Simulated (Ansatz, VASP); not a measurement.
**Sr4Ti3FeO12: VASP beside Ansatz**

File INCAR:

```
PREC = Accurate
ENCUT = 520
EDIFF = 1E-6
ISMEAR = 0
SIGMA = 0.05
LREAL = Auto
LASPH = T
NELM = 150
ALGO = Normal
ISIF = 2
LWAVE = F
LCHARG = T
ISPIN = 2
MAGMOM = 0 0 0 0 4 0 0 0 0 0 0 0 0 0 0 0 0 0 0 0
LORBIT = 11
LMAXMIX = 4
LDAU = T
LDAUTYPE = 2
LDAUL = -1 2 -1 -1
LDAUU = 0 4 0 0
LDAUJ = 0 0 0 0
LDAUPRINT = 1
GGA = PS
LELF = T
LVHAR = T
NBANDS = 98
```

File KPOINTS:

```
regular mesh
0
Gamma
  3 3 2
```

The input POSCAR:

```
Sr4Ti3FeO12
1.0
    3.9033639000      3.9033639000      0.0000000000
   -3.9033639000      3.9033639000      0.0000000000
    0.0000000000      0.0000000000      7.8067278000
Sr Fe Ti O
4 1 3 12
Direct
    0.5000000000      0.0000000000      0.2481632609
    0.5000000000      0.0000000000      0.7518367391
    0.0000000000      0.5000000000      0.2481632609
    0.0000000000      0.5000000000      0.7518367391
    0.0000000000      1.0000000000      1.0000000000
    0.0000000000      1.0000000000      0.5000000000
    0.5000000000      0.5000000000      1.0000000000
    0.5000000000      0.5000000000      0.5000000000
    0.0000000000      1.0000000000      0.2505346730
    0.0000000000      1.0000000000      0.7494653270
    0.5000000000      0.5000000000      0.2498405822
    0.5000000000      0.5000000000      0.7501594178
    0.2502656258      0.7497343742      1.0000000000
    0.2502331082      0.7497668918      0.5000000000
    0.7497343742      0.2502656258      1.0000000000
    0.7497668918      0.2502331082      0.5000000000
    0.2502656258      0.2502656258      1.0000000000
    0.2502331082      0.2502331082      0.5000000000
    0.7497343742      0.7497343742      1.0000000000
    0.7497668918      0.7497668918      0.5000000000
```

Input for Ansatz:

```yaml
crystal:
  lattice:
    - [3.9033639, 3.9033639, 0.0]
    - [-3.9033639, 3.9033639, 0.0]
    - [0.0, 0.0, 7.8067278]
  atoms:
    - { symbol: Sr, position: [0.5, 0.0, 0.2481632609] }
    - { symbol: Sr, position: [0.5, 0.0, 0.7518367391] }
    - { symbol: Sr, position: [0.0, 0.5, 0.2481632609] }
    - { symbol: Sr, position: [0.0, 0.5, 0.7518367391] }
    - { symbol: Fe, position: [0.0, 1.0, 1.0], spin: 4.0 }
    - { symbol: Ti, position: [0.0, 1.0, 0.5] }
    - { symbol: Ti, position: [0.5, 0.5, 1.0] }
    - { symbol: Ti, position: [0.5, 0.5, 0.5] }
    - { symbol: O, position: [0.0, 1.0, 0.250534673] }
    - { symbol: O, position: [0.0, 1.0, 0.749465327] }
    - { symbol: O, position: [0.5, 0.5, 0.2498405822] }
    - { symbol: O, position: [0.5, 0.5, 0.7501594178] }
    - { symbol: O, position: [0.2502656258, 0.7497343742, 1.0] }
    - { symbol: O, position: [0.2502331082, 0.7497668918, 0.5] }
    - { symbol: O, position: [0.7497343742, 0.2502656258, 1.0] }
    - { symbol: O, position: [0.7497668918, 0.2502331082, 0.5] }
    - { symbol: O, position: [0.2502656258, 0.2502656258, 1.0] }
    - { symbol: O, position: [0.2502331082, 0.2502331082, 0.5] }
    - { symbol: O, position: [0.7497343742, 0.7497343742, 1.0] }
    - { symbol: O, position: [0.7497668918, 0.7497668918, 0.5] }
basis:
  ecutwfc: 420
  ecutrho_ratio: 4
kpoints:
  mp_grid: { grid: [3, 3, 2] }
hamiltonian:
  xc: pbesol
  hubbard: { sites: [{ site: 4, l: d, u_eff: 4.0 }] }
scf:
  occupations: { method: gaussian, width: 0.05 }
  lower_state_search: "off"
  max_iter: 150
output:
  forces: true
  stress: true
  eigenvalues: true
  populations: true
  hubbard: { sites: [{ site: 4, l: d }] }
magnetization:
  spin_polarized: true
```

Alike in both runs: task single point; functional PBEsol; k mesh 3 × 3 × 2; occupations gaussian, width 0.05 eV; collinear spin; Hubbard terms Fe d U = 4.0 eV.

|  | VASP | Ansatz |
| --- | --- | --- |
| version | VASP 6.6.1 | Ansatz 0.2.0 |
| potentials or method | VASP PAW PBE potentials, release 64 (Sr_sv, Fe, Ti_sv, O), cutoff 520 eV | scalar-relativistic, plane waves, PAW |
| valence electrons in the cell | 156 | 164 |

```csv
,VASP,Ansatz,Ansatz less VASP
gap on the k mesh at the Fermi level (eV),none,none,-
pressure (GPa),-2.5,-2.9,-0.40
"traceless stress, the component that is largest in VASP (GPa)",0.07,0.06,-0.004
rms of the force components (eV/Å),0.026,0.003,-0.0232
net moment per atom (μB),0.21,0.20,-0.003
size of the moment on the site where the two differ most (μB),3.87,3.51,-0.352
```

VASP's potentials were made for PBE, not for PBEsol. Site moments also hang on the region over which each program counts them. The programs project onto different local orbitals, so the same U acts differently, and such runs can settle in different states. Atom by atom the forces differ by 0.025 eV/Å (rms over components). A gap of «none» marks a metal or a gap that the smearing closes. VASP's potentials hold 156 valence electrons a cell and Ansatz's 164, so a difference there can come from the potentials and not from the codes. Ansatz's warnings: filled band counts differ across k points.

The k mesh is coarse, so the values compare programs but aren't converged.
